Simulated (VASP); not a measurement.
# Sr3SiTe: single point with PBE

The system is Sr3SiTe.

```
Sr Si Te
1.0
     5.34610    0.00000    0.00000
     0.00000    5.34610    0.00000
     0.00000    0.00000    5.19230
Sr Si Te
3 1 1
Direct
  0.50000 0.00000 0.95723
  0.00000 0.50000 0.95723
  0.00000 0.00000 0.55666
  0.00000 0.00000 0.02811
  0.50000 0.50000 0.50077
```

- Program: VASP 6.6.1
- Task: single point
- Functional: PBE
- Potentials or basis: VASP PAW PBE potentials, release 64 (Sr_sv, Si, Te)
- Cutoff: 520 eV
- k mesh: 4 × 4 × 4
- Occupations: gaussian, width 0.1 eV
- Spin: no spin polarisation
- Dipole correction: no
- Further INCAR settings: ALGO = Normal; EDIFF = 1e-07; NBANDS = 28

The pressure is 15.3 GPa. The largest force is 4.567 eV/Å. The band gap on the k mesh is zero (bands 20 and 21 overlap by 0.12 eV).

Forces on the atoms (eV/Å):
```
Sr   0.000  0.000  0.527
Sr   0.000  0.000  0.527
Sr   0.000  0.000 -4.567
Si   0.000  0.000  3.428
Te   0.000  0.000  0.085
```

Stress tensor (GPa, compression positive):
```
13.85  0.00  0.00
 0.00 13.85  0.00
 0.00  0.00 18.27
```

Levels at points of the mesh, in eV from the Fermi level:
```csv
k point,band 16,band 17,band 18,band 19,band 20,band 21,band 22,band 23,band 24,band 25
"(0.00, 0.00, 0.00)",-2.96,-2.88,-0.48,-0.42,-0.20,-0.12,-0.10,-0.10,0.80,0.80
"(0.50, 0.00, 0.00)",-3.22,-3.08,-2.03,-0.52,-0.01,0.54,0.58,0.95,1.88,2.04
"(0.50, 0.50, 0.00)",-4.09,-3.22,-1.99,-1.99,-0.26,1.20,1.36,1.36,1.87,2.52
"(0.00, 0.00, 0.50)",-3.23,-3.23,-2.09,-0.56,-0.56,0.21,0.74,0.75,2.12,2.12
"(0.50, 0.00, 0.50)",-4.00,-3.36,-2.06,-1.92,-1.05,1.27,1.37,1.54,1.93,2.16
"(0.50, 0.50, 0.50)",-3.41,-3.40,-2.97,-2.97,-2.56,1.19,1.72,1.77,1.77,2.25
```

It took 47 s on 1 thread of Intel(R) Xeon(R) Platinum 8488C (Sapphire Rapids) (shared host), peak memory 0.28 GiB.

Caveat: the cell stands under pressure; semilocal functionals underestimate gaps, and a narrow one can read as zero; spin-orbit coupling is left out, which moves the levels of the heavy elements; forces of over 1 eV/Å act on the atoms, so gaps and moduli don't describe the material at rest.
